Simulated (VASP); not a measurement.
Crystal: AgCl.

```xyz
2
Lattice="1.9660 1.1350 3.1840 -1.9660 1.1350 3.1840 0.0000 -2.2701 3.1840" Properties=species:S:1:pos:R:3 pbc="T T T"
Ag    0.0000    0.0000    9.3233
Cl    0.0000    0.0000    5.0047
```

| Quantity | Value |
| --- | --- |
| Program | VASP 6.6.1 |
| Task | relaxation of cell and atoms |
| Functional | PBE |
| Potentials or basis | VASP PAW PBE potentials, release 64 (Ag, Cl) |
| Cutoff | 600 eV |
| k mesh | 6 × 6 × 6 |
| Occupations | gaussian, width 0.1 eV |
| Spin | no spin polarisation |

At the start: pressure 4.7 GPa; volume 21.31 Å³/atom.

Task: Where does the relaxation end?

Result: Over 16 steps the energy falls by 59.7 meV/atom and the volume is 21.92 Å³/atom (+2.8 %); space group Fm-3m (No. 225, to 0.05 Å).

Step by step:
```csv
step,energy change (eV),largest force (eV/Å),pressure (GPa),volume (Å³)
1,0.0000,0.4832,4.69,42.63
2,-0.0707,0.1499,-0.29,46.59
3,-0.0707,0.1432,-0.39,46.70
4,-0.0745,0.1441,-0.34,46.43
5,-0.0841,0.1437,-0.15,45.61
6,-0.0938,0.1273,0.56,43.97
7,-0.0981,0.0953,0.01,44.33
8,-0.1000,0.0583,-0.68,44.84
9,-0.1028,0.0506,-0.62,44.69
10,-0.1089,0.0178,-0.32,44.23
11,-0.1044,0.0959,0.87,43.31
12,-0.1103,0.0078,-0.06,43.97
13,-0.1104,0.0158,0.01,43.90
14,-0.1122,0.0157,0.04,43.90
15,-0.1165,0.0152,0.11,43.91
16,-0.1195,0.0114,0.23,43.84
```

Final structure:
```yaml
crystal:
  lattice:
    - [1.97616, 1.14094, 3.24086]
    - [-1.97616, 1.14094, 3.24086]
    - [0.00000, -2.28187, 3.24086]
  atoms:
    - { symbol: Ag, position: [0.00066, 0.00066, 0.00066] }
    - { symbol: Cl, position: [0.49934, 0.49934, 0.49934] }
```
